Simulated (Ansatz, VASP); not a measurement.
**Hg in VASP and in Ansatz**

The input INCAR:

```
PREC     = Accurate       # precision mode
ENCUT    = 520            # plane-wave cutoff, eV
EDIFF    = 1E-7           # SCF threshold, eV
ISMEAR   = -1             # smearing method
SIGMA    = 0.02           # smearing width, eV
LREAL    = False          # projectors in reciprocal space
LASPH    = True           # aspherical terms in the spheres
NELM     = 100            # most SCF steps
ALGO     = Normal         # electronic algorithm
ISIF     = 2              # what is computed and relaxed
LWAVE    = False          # write WAVECAR
LCHARG   = False          # write CHGCAR
GGA      = PE             # functional
NBANDS   = 19             # bands
```

KPOINTS

```
Automatic mesh
0
Gamma
  6 4 6
```

POSCAR

```
Hg
1.0
    2.9929193543      0.0000000000      0.5030855633
    0.0000000000      5.4873307328      0.0000000000
   -1.0450055993      0.0000000000      2.8492810843
Hg
2
Direct
    0.7498951508      0.2500000000      0.7503337863
    0.2501048492      0.7500000000      0.2496662137
```

Input for Ansatz:

```yaml
crystal:
  lattice:
    - [2.9929193543, 0.0, 0.5030855633]
    - [0.0, 5.4873307328, 0.0]
    - [-1.0450055993, 0.0, 2.8492810843]
  atoms:
    - { symbol: Hg, position: [0.7498951508, 0.25, 0.7503337863] }
    - { symbol: Hg, position: [0.2501048492, 0.75, 0.2496662137] }
kpoints:
  mp_grid: { grid: [6, 4, 6] }
hamiltonian:
  xc: pbe
scf:
  occupations: { method: fermi_dirac, width: 0.02 }
  n_extra_bands: 4
output:
  forces: true
  stress: true
  eigenvalues: true
```

Alike in both runs: task single point; functional PBE; k mesh 6 × 4 × 6; occupations fermi-dirac, width 0.02 eV; no spin polarisation.

|  | VASP | Ansatz |
| --- | --- | --- |
| version | VASP 6.6.1 | Ansatz 0.2.0 |
| potentials or method | VASP PAW PBE potentials, release 64 (Hg) | plane waves, PAW |
| plane-wave cutoff (eV) | 520 | 420 |
| valence electrons in the cell | 24 | 40 |

Ansatz gave:

| Property | Result |
| --- | --- |
| pressure (GPa) | 2.5 |
| traceless stress, the component that is largest in VASP (GPa) | 0.14 |

Q: Estimate VASP's values.

A: Pressure (GPa): 2.8; traceless stress, the component that is largest in VASP (GPa): 0.12.

The functional is the same, so the differences come from potentials, cutoffs and numerics. VASP's potentials hold 24 valence electrons a cell and Ansatz's 40, so a difference there can come from the potentials and not from the codes.

Spin-orbit coupling is off throughout.
